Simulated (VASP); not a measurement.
# CuI (Marshite) (F-43m) in VASP: further runs, part 3 of 3

VASP 6.6.1. Earlier steps stand in the parts before.

## Step 5: Relaxation of cell and atoms, PBEsol, target pressure 10 GPa, at which the enthalpy is minimised

This run uses another cell than the first one, of 27.86 Å³/atom, 1.224 times its volume.

INCAR

```
SYSTEM = CuI
PREC = Accurate
ENCUT = 600
EDIFF = 1E-6
ISMEAR = -1
SIGMA = 0.05
LREAL = .FALSE.
LASPH = .TRUE.
NELM = 80
ALGO = Normal
ISIF = 3
LWAVE = .FALSE.
LCHARG = .FALSE.
GGA = PS
IBRION = 2
NSW = 80
EDIFFG = -0.005
PSTRESS = 100.0
```

KPOINTS

```
regular mesh
0
G
  8 8 8
  0 0 0
```

POSCAR

```
CuI
1.0
    0.0000000000      3.0315000000      3.0315000000
    3.0315000000      0.0000000000      3.0315000000
    3.0315000000      3.0315000000      0.0000000000
I Cu
1 1
Direct
    0.0000000000      0.0000000000      0.0000000000
    0.7500000000      0.7500000000      0.7500000000
```

Potentials or basis: VASP PAW PBE potentials, release 64 (I, Cu).

Started as:

```bash
$ cat potpaw_PBE.64/I/POTCAR potpaw_PBE.64/Cu/POTCAR > POTCAR
$ mpirun -np 1 vasp_std > vasp.out
```

OUTCAR:

```text
SYSTEM = CuI
   PREC = Accurate
   ENCUT = 600
   EDIFF = 1E-6
   ISMEAR = -1
   LREAL = .FALSE.
   LASPH = .TRUE.
   NELM = 80
   ISIF = 3
   GGA = PS
   IBRION = 2
   NSW = 80
   EDIFFG = -0.005
   PSTRESS = 100.0

 ion  position               nearest neighbor table
   1  0.000  0.000  0.000-   2 2.63   2 2.63   2 2.63   2 2.63
   2  0.750  0.750  0.750-   1 2.63   1 2.63   1 2.63   1 2.63

  LATTYP: Found a face centered cubic cell.
 ALAT       =     6.0630000000

  Lattice vectors:

 A1 = (   0.0000000000,   3.0315000000,   3.0315000000)
 A2 = (   3.0315000000,   0.0000000000,   3.0315000000)
 A3 = (   3.0315000000,   3.0315000000,   0.0000000000)

Analysis of symmetry for initial positions (statically):
=====================================================================
 Subroutine PRICEL returns:
 Original cell was already a primitive cell.

 Routine SETGRP: Setting up the symmetry group for a
 face centered cubic supercell.

 Subroutine GETGRP returns: Found 24 space group operations
 (whereof 24 operations were pure point group operations)
 out of a pool of 48 trial point group operations.

The static configuration has the point symmetry T_d .

Analysis of symmetry for dynamics (positions and initial velocities):
=====================================================================
 Subroutine PRICEL returns:
 Original cell was already a primitive cell.

 Routine SETGRP: Setting up the symmetry group for a
 face centered cubic supercell.

 Subroutine GETGRP returns: Found 24 space group operations
 (whereof 24 operations were pure point group operations)
 out of a pool of 48 trial point group operations.

The dynamic configuration has the point symmetry T_d .

 Subroutine INISYM returns: Found 24 space group operations
 (whereof 24 operations are pure point group operations),
 and found     1 'primitive' translations

----------------------------------------------------------------------------------------

                                     Primitive cell

  volume of cell :      55.7189

  direct lattice vectors                    reciprocal lattice vectors
     0.000000000  3.031500000  3.031500000    -0.164934851  0.164934851  0.164934851
     3.031500000  0.000000000  3.031500000     0.164934851 -0.164934851  0.164934851
     3.031500000  3.031500000  0.000000000     0.164934851  0.164934851 -0.164934851

  length of vectors
     4.287188414  4.287188414  4.287188414     0.285675541  0.285675541  0.285675541

  position of ions in fractional coordinates (direct lattice)
     0.000000000  0.000000000  0.000000000
     0.750000000  0.750000000  0.750000000

  ion indices of the primitive-cell ions
   primitive index   ion index
                 1           1
                 2           2

----------------------------------------------------------------------------------------

 KPOINTS: regular mesh

Automatic generation of k-mesh.
 Grid dimensions read from file:
 generate k-points for:    8    8    8

 Generating k-lattice:

  Cartesian coordinates                     Fractional coordinates (reciprocal lattice)
    -0.020616856  0.020616856  0.020616856     0.125000000  0.000000000  0.000000000
     0.020616856 -0.020616856  0.020616856     0.000000000  0.125000000  0.000000000
     0.020616856  0.020616856 -0.020616856     0.000000000  0.000000000  0.125000000

  Length of vectors
     0.035709443  0.035709443  0.035709443

  Shift w.r.t. Gamma in fractional coordinates (k-lattice)
     0.000000000  0.000000000  0.000000000

 Subroutine IBZKPT returns following result:
 ===========================================

 Found     29 irreducible k-points:

 Following reciprocal coordinates:
            Coordinates               Weight
  0.000000  0.000000  0.000000      1.000000
  0.125000  0.000000  0.000000      8.000000
  0.250000  0.000000  0.000000      8.000000
  0.375000  0.000000  0.000000      8.000000
  0.500000  0.000000  0.000000      4.000000
  0.125000  0.125000  0.000000      6.000000
[... 16 lines left out ...]
  0.500000  0.250000  0.125000     48.000000
 -0.375000  0.250000  0.125000     24.000000
 [... further k-points ...]
   k-points           NKPTS =     29   k-points in BZ     NKDIM =     29   number of bands    NBANDS=     13
   number of dos      NEDOS =    301   number of ions     NIONS =      2
   total plane-waves  NPLWV =  46656
   dimension x,y,z NGX =    36 NGY =   36 NGZ =   36
   dimension x,y,z NGXF=    72 NGYF=   72 NGZF=   72
   ions per type =               1   1
   NGX,Y,Z   is equivalent  to a cutoff of  13.96, 13.96, 13.96 a.u.
   NGXF,Y,Z  is equivalent  to a cutoff of  27.92, 27.92, 27.92 a.u.
 SYSTEM =  CuI
   PREC   = accura    normal or accurate (medium, high low for compatibility)
   ISTART =      0    job   : 0-new  1-cont  2-samecut
   ICHARG =      2    charge: 1-file 2-atom 10-const
   ISPIN  =      1    spin polarized calculation?
   LNONCOLLINEAR =      F non collinear calculations
   LSORBIT =      F    spin-orbit coupling
   LASPH  =      T    aspherical Exc in radial PAW
   ENCUT  =  600.0 eV  44.10 Ry    6.64 a.u.   8.56  8.56  8.56*2*pi/ulx,y,z
   NELM   =     80;   NELMIN=  2; NELMDL= -5     # of ELM steps
   EDIFF  = 0.1E-05   stopping-criterion for ELM
   LREAL  =      F    real-space projection
   EDIFFG = -.5E-02   stopping-criterion for IOM
   NSW    =     80    number of steps for IOM
   IBRION =      2    ionic relax: 0-MD 1-quasi-New 2-CG
   NFREE  =      1    steps in history (QN), initial steepest desc. (CG)
   ISIF   =      3    stress and relaxation
   ISYM   =      2    0-nonsym 1-usesym 2-fastsym
   POTIM  = 0.5000    time-step for ionic-motion
   TEBEG  =    0.0;   TEEND  =   0.0 temperature during run
   PSTRESS=  100.0 pullay stress
   NELECT =      18.0000    total number of electrons
   NUPDOWN=      -1.0000    fix difference up-down
   EMIN   =  10.00;   EMAX   =-10.00  energy-range for DOS
   EFERMI =   0.00;   METHOD = LEGACY
   ISMEAR =    -1;   SIGMA  =   0.05  broadening in eV -4-tet -1-fermi 0-gaus
   EFERMI_NEDOS =   21; number of points for ismear=-14 and -15
   IALGO  =     38    algorithm
   IMIX   =      4    mixing-type and parameters
     AMIX     =   0.40;   BMIX     =  1.00
     AMIX_MAG =   1.60;   BMIX_MAG =  1.00
  volume/ion in A,a.u.               =      27.86       188.00
  Fermi-wavevector in a.u.,A,eV,Ry     =   1.123306  2.122741 17.168055  1.261816
  Thomas-Fermi vector in A             =   2.259971
   LORBIT       =      0    0 simple, 1 ext, 2 COOP (PROOUT), +10 PAW based schemes
   GGA     = PS    functional components
   LHFCALC =     F    Hartree Fock is set to
   AEXX    =    0.0000 exact exchange contribution
   IVDW    =     0    specifies the selected vdW correction
   LEPSILON=     F    determine dielectric tensor
   LRPA    =     F    only Hartree local field effects (RPA)
 conjugate gradient relaxation of ions
 non-spin polarized calculation
  energy-cutoff  :      600.00
  volume of cell :       55.72
 maximum number of plane-waves:      1880
 NGX is ok and might be reduce to    36
   NGX = 17   NGY = 17   NGZ = 17

--------------------------------------- Ionic step        1  -------------------------------------------

 number of electron      18.0000006 magnetization

 Free energy of the ion-electron system (eV)
  ---------------------------------------------------
  ext. energy  EPLUGINS =         0.00000000
  ---------------------------------------------------
  free energy    TOTEN  =        -6.29453339 eV

  energy without entropy =       -6.29453304  energy(sigma->0) =       -6.29453322

 E-fermi :   4.8364     XC(G=0):  -9.1391

 val. band max:        4.2813146867   @ k =   0.0000   0.0000   0.0000
 cond. band min:       5.3111938031   @ k =   0.0000   0.0000   0.0000
 fundamental gap:      1.0298791164
 Fermi energy:         4.8364305196

 k-point     1 :       0.0000    0.0000    0.0000
  band No.  band energies     occupation
      1      -9.7449      2.00000
      2       0.6374      2.00000
      3       0.6374      2.00000
      4       0.6374      2.00000
      5       2.4068      2.00000
      6       2.4068      2.00000
      7       4.2813      1.99997
      8       4.2813      1.99997
      9       4.2813      1.99997
     10       5.3112      0.00015
     11       9.1107      0.00000
     12       9.1107      0.00000
     13       9.1107      0.00000
[... 631 lines left out ...]
  enthalpy is  TOTEN    =        -3.2894434208 eV   P V=        2.8433140261

--------------------------------------- Ionic step        8  -------------------------------------------

 number of electron      17.9999992 magnetization

 Free energy of the ion-electron system (eV)
  ---------------------------------------------------
  ext. energy  EPLUGINS =         0.00000000
  ---------------------------------------------------
  free energy    TOTEN  =        -6.13341610 eV

  energy without entropy =       -6.13341610  energy(sigma->0) =       -6.13341610

 E-fermi :   7.5746     XC(G=0): -10.0914

 val. band max:        6.7202397863   @ k =   0.0000   0.0000   0.0000
 cond. band min:       8.3621203140   @ k =   0.0000   0.0000   0.0000
 fundamental gap:      1.6418805277
 Fermi energy:         7.5745872237

 k-point     1 :       0.0000    0.0000    0.0000
  band No.  band energies     occupation
      1      -8.5550      2.00000
      2       1.9988      2.00000
      3       1.9988      2.00000
      4       1.9988      2.00000
      5       3.8387      2.00000
      6       3.8387      2.00000
      7       6.7202      2.00000
      8       6.7202      2.00000
      9       6.7202      2.00000
     10       8.3621      0.00000
     11      11.2836      0.00000
     12      11.2836      0.00000
     13      11.2836      0.00000
[... 397 lines left out ...]
  FREE ENERGIE OF THE ION-ELECTRON SYSTEM (eV)
  ---------------------------------------------------
  free  energy   TOTEN  =        -6.1334160987 eV

  energy  without entropy=       -6.1334160978  energy(sigma->0) =       -6.13341610

  enthalpy is  TOTEN    =        -3.2894456002 eV   P V=        2.8439704985

 reached required accuracy - stopping structural energy minimisation
```

Run time: 2.6 min. Hardware: 1 thread of Intel Xeon 6975P-C, shared host; peak memory 0.23 GiB.

What came out:

```yaml
Free_energy: -6.1334 eV
Relaxed_volume: 22.78 Å³/atom
Relaxed_cell: a = 4.009 Å, b = 4.009 Å, c = 4.009 Å, α = 60.00°, β = 60.00°, γ = 60.00°
Space_group_after_relaxing_to_0.05_Å: F-43m (No. 216)
Energy_change_on_relaxing_the_enthalpy_is_what_falls: +80.6 meV/atom
Ionic_steps: 8
Pressure_after_relaxing: 10.0 GPa
Band_gap_on_the_k_mesh: 1.64 eV, direct
```

The path:
| step | energy change (eV) | largest force (eV/Å) | pressure (GPa) | volume (Å³) |
| --- | --- | --- | --- | --- |
| 1 | 0.0000 | 0.0000 | -2.16 | 55.72 |
| 2 | 0.7110 | 0.0000 | 25.28 | 40.35 |
| 3 | 0.1565 | 0.0000 | 9.90 | 45.64 |
| 4 | 0.1683 | 0.0000 | 10.25 | 45.45 |
| 5 | 0.1549 | 0.0000 | 9.83 | 45.67 |
| 6 | 0.1603 | 0.0000 | 9.94 | 45.58 |
| 7 | 0.1618 | 0.0000 | 10.05 | 45.55 |
| 8 | 0.1611 | 0.0000 | 10.03 | 45.57 |

Final structure:
```yaml
crystal:
  lattice:
    - [0.00000, 2.83488, 2.83488]
    - [2.83488, 0.00000, 2.83488]
    - [2.83488, 2.83488, 0.00000]
  atoms:
    - { symbol: I, position: [0.00000, 0.00000, 0.00000] }
    - { symbol: Cu, position: [0.75000, 0.75000, 0.75000] }
```

Caveat: the cell is relaxed towards a set pressure, so the enthalpy falls and the energy may rise; the volume moved by over 15 % at a fixed basis, so the end points are rough; the PAW data sets were made with another functional, which shifts forces and pressure a little; spin-orbit coupling is left out, which moves the levels of the heavy elements.

## Step 6: Relaxation of cell and atoms, PBEsol, target pressure 20 GPa, at which the enthalpy is minimised

This run uses another cell than the first one, of 27.86 Å³/atom, 1.224 times its volume.

INCAR

```
ALGO = Normal
EDIFF = 1E-6
EDIFFG = -0.005
ENCUT = 600
GGA = PS
IBRION = 2
ISIF = 3
ISMEAR = -1
LASPH = True
LCHARG = False
LREAL = False
LWAVE = False
NELM = 100
NSW = 80
PREC = Accurate
PSTRESS = 200.0
SIGMA = 0.05
```

KPOINTS

```
k-points
0
Gamma
  8 8 8
```

POSCAR is that of step 5.

Potentials or basis: VASP PAW PBE potentials, release 64 (I, Cu).

Started as:

```bash
$ cat potpaw_PBE.64/I/POTCAR potpaw_PBE.64/Cu/POTCAR > POTCAR
$ mpirun -np 1 vasp_std > vasp.out
```

It took 2.9 min on 1 thread of Intel Xeon 6975P-C, shared host; peak memory 0.24 GiB.

It converged, with:

| Property | Result |
| --- | --- |
| Free energy | -5.7920 eV |
| Relaxed volume | 20.91 Å³/atom |
| Relaxed cell | a = 3.896 Å, b = 3.896 Å, c = 3.896 Å, α = 60.00°, β = 60.00°, γ = 60.00° |
| Space group after relaxing (to 0.05 Å) | F-43m (No. 216) |
| Energy change on relaxing (the enthalpy is what falls) | +251.3 meV/atom |
| Ionic steps | 7 |
| Pressure after relaxing | 20.0 GPa |
| Band gap on the k mesh | 1.93 eV, indirect (least direct gap 1.95 eV) |

The path:
| step | energy change (eV) | largest force (eV/Å) | pressure (GPa) | volume (Å³) |
| --- | --- | --- | --- | --- |
| 1 | 0.0000 | 0.0000 | -2.16 | 55.72 |
| 2 | 4.4891 | 0.0000 | 110.97 | 30.07 |
| 3 | 0.3925 | 0.0000 | 16.99 | 42.78 |
| 4 | 0.4639 | 0.0000 | 18.89 | 42.15 |
| 5 | 0.5073 | 0.0000 | 20.12 | 41.79 |
| 6 | 0.4966 | 0.0000 | 19.85 | 41.88 |
| 7 | 0.5025 | 0.0000 | 20.01 | 41.83 |

Final structure:
```xyz
2
Lattice="0.0000 2.7552 2.7552 2.7552 0.0000 2.7552 2.7552 2.7552 0.0000" Properties=species:S:1:pos:R:3 pbc="T T T"
I     0.0000    0.0000    0.0000
Cu    4.1328    4.1328    4.1328
```

Levels at points of the mesh, in eV from the valence-band top:
```
           k point  band 6  band 7  band 8  band 9  band 10  band 11  band 12  band 13
(0.00, 0.00, 0.00)   -3.43    0.00    0.00    0.00     1.95     4.41     4.41     4.41
(0.50, 0.00, 0.00)   -3.39   -3.31   -1.30   -1.30     2.29     5.06     5.06     7.26
(0.50, 0.50, 0.00)   -3.30   -3.28   -2.83   -2.83     1.93     2.44    11.27    11.27
```

Caveat: the cell is relaxed towards a set pressure, so the enthalpy falls and the energy may rise; the volume moved by over 15 % at a fixed basis, so the end points are rough; the PAW data sets were made with another functional, which shifts forces and pressure a little; spin-orbit coupling is left out, which moves the levels of the heavy elements. A k mesh can miss the band edges.

## Step 7: Overview

| task | cell | cutoff (eV) | gap on the mesh (eV) | pressure (GPa) |
| --- | --- | --- | --- | --- |
| single point | a = 4.008 Å, angles 60.0°, 2 atoms | 520 | 1.65 | 10.5 |
| single point | a = 4.087 Å, angles 60.0°, 2 atoms | 520 | 1.45 | 5.5 |
| relaxation of cell and atoms | relaxed to 5 GPa from a = 4.287 Å, angles 60.0°, 2 atoms | 600 | 1.44 | 5.0 |
| relaxation of cell and atoms | relaxed to 10 GPa from a = 4.287 Å, angles 60.0°, 2 atoms | 600 | 1.64 | 10.0 |
| relaxation of cell and atoms | relaxed to 20 GPa from a = 4.287 Å, angles 60.0°, 2 atoms | 600 | 1.93 | 20.0 |

Alike in all rows: level PBEsol; potentials or basis VASP PAW PBE potentials, release 64 (I, Cu); no spin polarisation; k mesh 8 × 8 × 8; smearing fermi-dirac 0.05 eV.

Caveats: the PAW data sets were made with another functional, which shifts forces and pressure a little; spin-orbit coupling is left out, which moves the levels of the heavy elements; the cell is relaxed towards a set pressure, so the enthalpy falls and the energy may rise (some runs); the volume moved by over 15 % at a fixed basis, so the end points are rough (some runs).

Absolute energies hang on the potentials; compare differences alone.
